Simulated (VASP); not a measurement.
Rb: single point with LDA

The system is Rb.

```
Rb
1.0
     3.61929    0.00000    0.00000
    -1.80965    3.13440    0.00000
     0.00000    0.00000   11.84973
Rb
4
Direct
  0.00000 0.00000 0.00000
  0.00000 0.00000 0.50000
  0.33333 0.66667 0.25000
  0.66667 0.33333 0.75000
```

This isn't the form of Rb at room conditions, which is bcc.

```yaml
Program: VASP 6.6.1
Task: single point
Functional: LDA
Potentials_or_basis: VASP PAW LDA potentials, release 64 (Rb_sv)
Cutoff: 520 eV
k_mesh: 10 × 10 × 3
Occupations: fermi-dirac, width 0.1 eV
Spin: no spin polarisation
Dipole_correction: no
Further_INCAR_settings: ALGO = Normal; EDIFF = 1e-06; NBANDS = 26
```

| Quantity | Value |
| --- | --- |
| Pressure | 11.0 GPa |
| Band gap on the k mesh | zero (bands 18 and 19 overlap by 1.95 eV) |

Levels at points of the mesh, in eV from the Fermi level:
```
           k point  band 14  band 15  band 16  band 17  band 18  band 19  band 20  band 21  band 22  band 23
(0.00, 0.00, 0.00)   -12.46   -12.45   -12.45    -3.04    -1.39    -1.39    -0.47     2.62     2.67     3.01
(0.50, 0.00, 0.00)   -12.85   -12.72   -12.66    -0.69    -0.58     0.02     0.36     1.20     1.28     1.29
```

Wall time 36 s on 1 thread of Intel(R) Xeon(R) 6975P-C (Granite Rapids) (shared host), peak memory 0.23 GiB.

Caveat: the cell stands under pressure.
